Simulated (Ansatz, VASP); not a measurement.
# One calculation of C, two programs

```
C
1.0
     2.40609    0.00000    0.00000
    -1.20304    2.08373    0.00000
     0.00000    0.00000   23.64129
C
4
Direct
  0.66667 0.33333 0.57048
  0.33333 0.66667 0.42952
  0.00000 0.00000 0.42953
  0.00000 0.00000 0.57047
```

Change from the starting cell: volume scaled by 0.94.

Alike in both runs: task single point; functional LDA; k mesh 12 × 12 × 2; occupations fermi-dirac, width 0.05 eV; no spin polarisation.

|  | VASP | Ansatz |
| --- | --- | --- |
| version | VASP 6.6.1 | Ansatz 0.2.0 |
| potentials or method | VASP PAW LDA potentials, release 64 (C), cutoff 520 eV | all-electron LAPW, scalar-relativistic |

```tsv
	VASP	Ansatz	Ansatz less VASP
gap on the k mesh at the Fermi level (eV)	none	none	-
rms of the force components (eV/Å)	0.008	0.008	0.0000
```

LDA's correlation is that of Perdew and Zunger in VASP and of Perdew and Wang (1992) in Ansatz. Atom by atom the forces differ by 0.000 eV/Å (rms over components). A gap of «none» marks a metal or a gap that the smearing closes. Ansatz ran all-electron here, and VASP with PAW potentials.
